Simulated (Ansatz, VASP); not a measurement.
# Au: VASP beside Ansatz

The input POSCAR:

```
Au
1.0
    2.9192058577      0.0000000000      0.0000000000
   -1.4596029289      2.5281064317      0.0000000000
    0.0000000000      0.0000000000      4.9123188227
Au
2
Direct
    0.6666666667      0.3333333333      0.2500000000
    0.3333333333      0.6666666667      0.7500000000
```

Contents of INCAR.step1:

```
SYSTEM = Au
PREC = Accurate
ENCUT = 520
EDIFF = 1E-5
ISMEAR = -1
SIGMA = 0.05
LREAL = .FALSE.
LASPH = .TRUE.
NELM = 80
ALGO = Normal
ISIF = 2
LWAVE = .TRUE.
LCHARG = .FALSE.
NBANDS = 18
GGA = PE
```

Contents of INCAR.step2:

```
SYSTEM = Au
PREC = Accurate
ENCUT = 520
EDIFF = 1E-6
ISMEAR = -1
SIGMA = 0.05
LREAL = .FALSE.
LASPH = .TRUE.
NELM = 80
ALGO = Normal
ISIF = 2
LWAVE = .FALSE.
LCHARG = .FALSE.
GGA = PE
LHFCALC = .TRUE.
HFSCREEN = 0.2079
PRECFOCK = Normal
NBANDS = 18
ISTART = 1
```

The input KPOINTS:

```
Automatic mesh
0
G
  6 6 4
  0 0 0
```

input

```
crystal:
  lattice:
    - [2.9192058577, 0.0, 0.0]
    - [-1.4596029289, 2.5281064317, 0.0]
    - [0.0, 0.0, 4.9123188227]
  atoms:
    - { symbol: Au, position: [0.6666666667, 0.3333333333, 0.25] }
    - { symbol: Au, position: [0.3333333333, 0.6666666667, 0.75] }
hamiltonian:
  xc: hse06
  pseudopotentials: { kind: paw }
kpoints:
  mp_grid: { grid: [6, 6, 4] }
scf:
  occupations: { method: fermi_dirac, width: 0.05 }
output:
  forces: true
  stress: true
  eigenvalues: true
```

Alike in both runs: task single point; functional HSE06; k mesh 6 × 6 × 4; occupations fermi-dirac, width 0.05 eV; no spin polarisation.

|  | VASP | Ansatz |
| --- | --- | --- |
| version | VASP 6.6.1 | Ansatz 0.2.0 |
| potentials or method | VASP PAW PBE potentials, release 64 (Au) | Ansatz PAW |
| plane-wave cutoff (eV) | 520 | 420 |
| valence electrons in the cell | 22 | 38 |

VASP gave:

```
gap on the k mesh at the Fermi level (eV)                     : none
pressure (GPa)                                                : -2.4
traceless stress, the component that is largest in VASP (GPa) : -5.01
```

Q: What did Ansatz give for the same quantities?

A: gap on the k mesh at the Fermi level (eV): none; pressure (GPa): -2.5; traceless stress, the component that is largest in VASP (GPa): -4.99.

A gap of «none» marks a metal or a gap that the smearing closes. The functional is the same, so the differences come from potentials, cutoffs and numerics. VASP's potentials hold 22 valence electrons a cell and Ansatz's 38, so a difference there can come from the potentials and not from the codes.

The k mesh is coarse, so the values compare programs but aren't converged. Neither program's run includes spin-orbit coupling.
